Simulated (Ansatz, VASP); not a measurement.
## Two plane-wave programs on Os2Ru

```
CELL_PARAMETERS angstrom
-2.40044 2.40044 4.15333
2.40044 -2.40044 4.15333
2.40044 2.40044 -4.15333
ATOMIC_POSITIONS crystal
Ru 0.00000 0.00000 0.00000
Ru 0.75000 0.25000 0.50000
Os 0.33344 0.33344 0.00000
Os 0.08344 0.58344 0.50000
Os 0.41656 0.91656 0.50000
Os 0.66656 0.66656 0.00000
```

Alike in both runs: functional PBE; k mesh 12 × 12 × 12; occupations gaussian, width 0.1 eV; no spin polarisation.

Ansatz relaxed the structure, and its values are those at the end. VASP's run is a single point on that final structure, the one shown.

```csv
,VASP,Ansatz
version,VASP 6.6.1,Ansatz 0.2.0
potentials or method,"VASP PAW PBE potentials, release 64 (Ru_pv, Os), cutoff 520 eV","scalar-relativistic, plane waves, PAW"
valence electrons in the cell,60,96
```

|  | VASP | Ansatz | Ansatz less VASP |
| --- | --- | --- | --- |
| gap on the k mesh at the Fermi level (eV) | none | none | - |
| pressure (GPa) | -0.1 | 0.0 | +0.05 |
| rms of the force components (eV/Å) | 0.005 | 0.000 | -0.0055 |

A gap of «none» marks a metal or a gap that the smearing closes. The functional is the same, so the differences come from potentials, cutoffs and numerics. VASP's potentials hold 60 valence electrons a cell and Ansatz's 96, so a difference there can come from the potentials and not from the codes.

Neither program's run includes spin-orbit coupling.
